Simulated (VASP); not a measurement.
# Cd (R-3m) in VASP: a series of runs

Runs on Cd. Level: PBE. Tasks: single point.

All numbers are computed with VASP 6.6.1; they aren't measurements. Logs are shortened: lines on timing, memory, paths and dates and some standing lists are left out, and cuts for length are marked.

**1. The cell of the first run**

The structure is trigonal, space group R-3m (No. 166). The conventional cell has a = 3.395 Å, b = 3.395 Å, c = 6.593 Å, α = 90.00°, β = 90.00°, γ = 120.00°. Cd (site symmetry -3m) has 12 Cd at 2.94 to 3.40 Å within 3.9 Å.

**2. Single point, PBE**

Input file INCAR:

```
SYSTEM = Cd
ALGO = Fast ; EDIFF = 1E-6
ENCUT = 520 ; GGA = PE
ISIF = 2 ; ISMEAR = 0
LASPH = .True. ; LCHARG = .False.
LREAL = .False. ; LWAVE = .False.
NBANDS = 12 ; NELM = 80
PREC = Accurate ; SIGMA = 0.15
```

Input file KPOINTS:

```
k-points
0
Gamma
  21 21 21
  0 0 0
```

Input file POSCAR:

```
Cd
1.0
    1.6975436190      0.9800772654      2.1977875081
   -1.6975436190      0.9800772654      2.1977875081
    0.0000000000     -1.9601545308      2.1977875081
Cd
1
Direct
    0.0000000000      0.0000000000      0.0000000000
```

Potentials or basis: VASP PAW PBE potentials, release 64 (Cd).

The run is started by

```bash
cat potpaw_PBE.64/Cd/POTCAR > POTCAR
mpirun -np 1 vasp_std > vasp.out
```

OUTCAR:

```text
SYSTEM = Cd
   EDIFF = 1E-6
   ENCUT = 520
   GGA = PE
   ISIF = 2
   ISMEAR = 0
   LASPH = .True.
   LREAL = .False.
   NELM = 80
   PREC = Accurate

 ion  position               nearest neighbor table
   1  0.000  0.000  0.000-

  LATTYP: Found a trigonal (rhomboedric) cell.
 ALAT       =     2.9449067414
 COS(alpha) =     0.3354482773

  Lattice vectors:

 A1 = (   1.6975436190,   0.9800772654,   2.1977875081)
 A2 = (  -1.6975436190,   0.9800772654,   2.1977875081)
 A3 = (   0.0000000000,  -1.9601545308,   2.1977875081)

Analysis of symmetry for initial positions (statically):
=====================================================================
 Subroutine PRICEL returns:
 Original cell was already a primitive cell.

 Routine SETGRP: Setting up the symmetry group for a
 trigonal (rhombohedral) supercell.

 Subroutine GETGRP returns: Found 12 space group operations
 (whereof 12 operations were pure point group operations)
 out of a pool of 12 trial point group operations.

The static configuration has the point symmetry D_3d.

Analysis of symmetry for dynamics (positions and initial velocities):
=====================================================================
 Subroutine PRICEL returns:
 Original cell was already a primitive cell.

 Routine SETGRP: Setting up the symmetry group for a
 trigonal (rhombohedral) supercell.

 Subroutine GETGRP returns: Found 12 space group operations
 (whereof 12 operations were pure point group operations)
 out of a pool of 12 trial point group operations.

The dynamic configuration has the point symmetry D_3d.

 Subroutine INISYM returns: Found 12 space group operations
 (whereof 12 operations are pure point group operations),
 and found     1 'primitive' translations

----------------------------------------------------------------------------------------

                                     Primitive cell

  volume of cell :      21.9391

  direct lattice vectors                    reciprocal lattice vectors
     1.697543619  0.980077265  2.197787508     0.294543241  0.170054620  0.151667680
    -1.697543619  0.980077265  2.197787508    -0.294543241  0.170054620  0.151667680
     0.000000000 -1.960154531  2.197787508     0.000000000 -0.340109239  0.151667680

  length of vectors
     2.944906741  2.944906741  2.944906741     0.372394119  0.372394119  0.372394119

  position of ions in fractional coordinates (direct lattice)
     0.000000000  0.000000000  0.000000000

  ion indices of the primitive-cell ions
[... 83 lines left out ...]
   TEBEG  =    0.0;   TEEND  =   0.0 temperature during run
   PSTRESS=    0.0 pullay stress
   NELECT =      12.0000    total number of electrons
   NUPDOWN=      -1.0000    fix difference up-down
   EMIN   =  10.00;   EMAX   =-10.00  energy-range for DOS
   EFERMI =   0.00;   METHOD = LEGACY
   ISMEAR =     0;   SIGMA  =   0.15  broadening in eV -4-tet -1-fermi 0-gaus
   EFERMI_NEDOS =   21; number of points for ismear=-14 and -15
   IALGO  =     68    algorithm
   IMIX   =      4    mixing-type and parameters
     AMIX     =   0.40;   BMIX     =  1.00
     AMIX_MAG =   1.60;   BMIX_MAG =  1.00
  volume/ion in A,a.u.               =      21.94       148.05
  Fermi-wavevector in a.u.,A,eV,Ry     =   1.338842  2.530044 24.388398  1.792497
  Thomas-Fermi vector in A             =   2.467280
   LORBIT       =      0    0 simple, 1 ext, 2 COOP (PROOUT), +10 PAW based schemes
   GGA     = PE    functional components
   LHFCALC =     F    Hartree Fock is set to
   AEXX    =    0.0000 exact exchange contribution
   IVDW    =     0    specifies the selected vdW correction
   LEPSILON=     F    determine dielectric tensor
   LRPA    =     F    only Hartree local field effects (RPA)
 non-spin polarized calculation
 RMM-DIIS sequential band-by-band and
 Gauss-broadening in eV      SIGMA  =   0.15
  energy-cutoff  :      520.00
  volume of cell :       21.94
 maximum number of plane-waves:       612
 NGX is ok and might be reduce to    24

 number of electron      12.0000006 magnetization

 Free energy of the ion-electron system (eV)
  ---------------------------------------------------
  ext. energy  EPLUGINS =         0.00000000
  ---------------------------------------------------
  free energy    TOTEN  =        -0.69217630 eV

  energy without entropy =       -0.68808215  energy(sigma->0) =       -0.69012923

 E-fermi :   2.6774     XC(G=0): -10.9308

 val. band max:        2.6665396631   @ k =   0.4762   0.1429   0.0476
 cond. band min:       2.6779541871   @ k =  -0.4286   0.2381   0.1905
 fundamental gap:      0.0114145240
 Fermi energy:         2.6774048057

 k-point     1 :       0.0000    0.0000    0.0000
  band No.  band energies     occupation
      1      -6.7843      2.00000
      2      -6.7843      2.00000
      3      -6.1219      2.00000
      4      -5.7669      2.00000
      5      -5.7669      2.00000
      6      -5.7373      2.00000
      7      15.1828      0.00000
      8      15.4989      0.00000
      9      15.4989      0.00000
     10      19.2413      0.00000
     11      19.2413      0.00000
     12      20.3661      0.00000
[... 331 lines left out ...]
 k-point    24 :      -0.3810    0.0476    0.0000
  band No.  band energies     occupation
      1      -6.8384      2.00000
      2      -6.7726      2.00000
      3      -5.8830      2.00000
      4      -5.8140      2.00000
      5      -5.5824      2.00000
      6      -1.9321      2.00000
      7       3.3991      0.00000
      8      14.1345      0.00000
      9      15.7120      0.00000
     10      19.5510      0.00000
     11      20.5440      0.00000
     12      21.2230      0.00000

 [... further k-points ...]

------------------------ aborting loop because EDIFF is reached ----------------------------------------

  FORCE on cell =-STRESS in cart. coord.  units (eV):
  Direction    XX          YY          ZZ          XY          YZ          ZX
  --------------------------------------------------------------------------------------
  -------------------------------------------------------------------------------------
  Total        0.3515545      0.3515545      1.2586201      0.0000000      0.0000000     -0.0000000
  in kB       25.6734945     25.6734945     91.9151380      0.0000000      0.0000000     -0.0000000
  external PRESSURE =      47.7540423 kB  Pullay stress =       0.0000000 kB

 VOLUME and BASIS-vectors are now :
 -----------------------------------------------------------------------------
  energy-cutoff  :      520.00
  volume of cell :       21.94
      direct lattice vectors                 reciprocal lattice vectors
     1.697543619  0.980077265  2.197787508     0.294543241  0.170054620  0.151667680
    -1.697543619  0.980077265  2.197787508    -0.294543241  0.170054620  0.151667680
     0.000000000 -1.960154531  2.197787508     0.000000000 -0.340109239  0.151667680

 POSITION                                       TOTAL-FORCE (eV/Angst)
 -----------------------------------------------------------------------------------
      0.00000      0.00000      0.00000         0.000000     -0.000000      0.000000
 -----------------------------------------------------------------------------------
    total drift:                                0.000000     -0.000000      0.000000

  FREE ENERGIE OF THE ION-ELECTRON SYSTEM (eV)
  ---------------------------------------------------
  free  energy   TOTEN  =        -0.6921763023 eV

  energy  without entropy=       -0.6880821548  energy(sigma->0) =       -0.69012923
```

OSZICAR:

```text
N       E                     dE             d eps       ncg     rms          rms(c)
DAV:   1     0.701628055058E+02    0.70163E+02   -0.70005E+03 22896   0.992E+02
DAV:   2     0.535900411009E+00   -0.69627E+02   -0.66415E+02 23304   0.237E+02
DAV:   3    -0.739065945287E+00   -0.12750E+01   -0.12743E+01 25424   0.360E+01
DAV:   4    -0.740665866650E+00   -0.15999E-02   -0.15999E-02 23516   0.125E+00
DAV:   5    -0.740669786754E+00   -0.39201E-05   -0.39202E-05 25280   0.617E-02    0.312E+00
RMM:   6    -0.694579261908E+00    0.46091E-01   -0.80558E-02 21934   0.302E+00    0.246E+00
RMM:   7    -0.692091483345E+00    0.24878E-02   -0.63653E-03 22973   0.748E-01    0.122E+00
RMM:   8    -0.692141667202E+00   -0.50184E-04   -0.15284E-03 23281   0.574E-01    0.748E-02
RMM:   9    -0.692166268246E+00   -0.24601E-04   -0.63190E-05 24332   0.931E-02    0.339E-02
RMM:  10    -0.692176993744E+00   -0.10725E-04   -0.24695E-05 23786   0.719E-02    0.987E-03
RMM:  11    -0.692176302346E+00    0.69140E-06   -0.30505E-06 21732   0.185E-02
   1 F= -.69217630E+00 E0= -.69012923E+00  d E =-.409415E-02
```

stdout:

```text
POSCAR found type information on POSCAR Cd
 POSCAR found :  1 types and       1 ions
 scaLAPACK will be used
 LDA part: xc-table for (Slater+PW92), standard interpolation
 POSCAR, INCAR and KPOINTS ok, starting setup
 FFT: planning ... GRIDC
 FFT: planning ... GRID_SOFT
 FFT: planning ... GRID
 WAVECAR not read
 entering main loop
```

Wall time 2.8 min (1 thread of Intel Xeon 8259CL, shared host); peak memory 0.33 GiB.

Results:

| Quantity | Value |
| --- | --- |
| Free energy | -0.6922 eV |
| Pressure | 4.8 GPa |
| Band gap on the k mesh | zero (bands 6 and 7 overlap by 3.58 eV) |

Stress tensor (GPa, compression positive):
```
2.57 0.00 0.00
0.00 2.57 0.00
0.00 0.00 9.19
```

Caveat: the stress differs along the axes, from 3 to 9 GPa.

**3. Single point, PBE**

This run uses another cell than the first one, of the same volume but with other edges.

Input file INCAR:

```
SYSTEM = Cd
ALGO = Fast
EDIFF = 1E-6
ENCUT = 520
GGA = PE
ISIF = 2
ISMEAR = 0
LASPH = .True.
LCHARG = .False.
LREAL = .False.
LWAVE = .False.
NBANDS = 12
NELM = 60
PREC = Accurate
SIGMA = 0.15
```

KPOINTS is that of step 2.

Input file POSCAR:

```
Cd
1.0
    1.5132133671      0.8736541448      2.7658412375
   -1.5132133671      0.8736541448      2.7658412375
    0.0000000000     -1.7473082896      2.7658412375
Cd
1
Direct
    0.0000000000      0.0000000000      0.0000000000
```

Potentials or basis: VASP PAW PBE potentials, release 64 (Cd).

The run is started by

```bash
cat potpaw_PBE.64/Cd/POTCAR > POTCAR
mpirun -np 1 vasp_std > vasp.out
```

Wall time 3.1 min (1 thread of Intel Xeon 8259CL, shared host); peak memory 0.33 GiB.

It converged, with:

```
Free energy            : -0.7328 eV
Pressure               : 2.6 GPa
Band gap on the k mesh : zero (bands 6 and 7 overlap by 4.10 eV)
```

Stress tensor (GPa, compression positive):
```
2.80 0.00 0.00
0.00 2.80 0.00
0.00 0.00 2.33
```

Levels at points of the mesh, in eV from the Fermi level:
| k point | band 2 | band 3 | band 4 | band 5 | band 6 | band 7 | band 8 | band 9 | band 10 | band 11 |
| --- | --- | --- | --- | --- | --- | --- | --- | --- | --- | --- |
| (0.00, 0.00, 0.00) | -9.11 | -9.11 | -8.73 | -8.65 | -8.65 | 11.34 | 15.08 | 15.53 | 16.28 | 16.28 |
